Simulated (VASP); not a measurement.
Crystal: As.

```xyz
2
Lattice="2.6071 0.0000 0.0000 0.0000 4.3521 0.0000 0.0000 0.0000 3.6059" Properties=species:S:1:pos:R:3 pbc="T T T"
As    0.0000    0.0000    2.5232
As    1.3035    2.1760    1.0827
```

The cell was generated, and may not be a known phase.

```yaml
Program: VASP 6.6.1
Task: relaxation of cell and atoms
Functional: PBE
Potentials_or_basis: VASP PAW PBE potentials, release 64 (As)
Cutoff: 600 eV
k_mesh: 6 × 4 × 6
Occupations: gaussian, width 0.1 eV
Spin: no spin polarisation
```

At the start: pressure 2.8 GPa; volume 20.46 Å³/atom.

Task: How do energy, volume and symmetry change on relaxing?

Result: Over 6 steps the energy falls by 30.8 meV/atom and the volume is 20.64 Å³/atom (+0.9 %); space group Pmmn (No. 59, to 0.1 Å) before and after.

The path:
| step | energy change (eV) | largest force (eV/Å) | pressure (GPa) | volume (Å³) |
| --- | --- | --- | --- | --- |
| 1 | 0.0000 | 0.2880 | 2.81 | 40.91 |
| 2 | -0.0229 | 0.0746 | -2.38 | 43.05 |
| 3 | -0.0288 | 0.1294 | -0.90 | 42.35 |
| 4 | -0.0431 | 0.0673 | -0.73 | 42.04 |
| 5 | -0.0604 | 0.0342 | 0.24 | 41.02 |
| 6 | -0.0615 | 0.0352 | -0.06 | 41.28 |

Final structure:
```
As
1.0
     2.64874    0.00000    0.00000
     0.00000    4.56854    0.00000
     0.00000    0.00000    3.41093
As
2
Direct
  0.00000 0.00000 0.70981
  0.50000 0.50000 0.29019
```

Caveat: the k points lie up to 0.40 Å⁻¹ apart in the final cell, too coarse for converged energies and pressures of a metal.
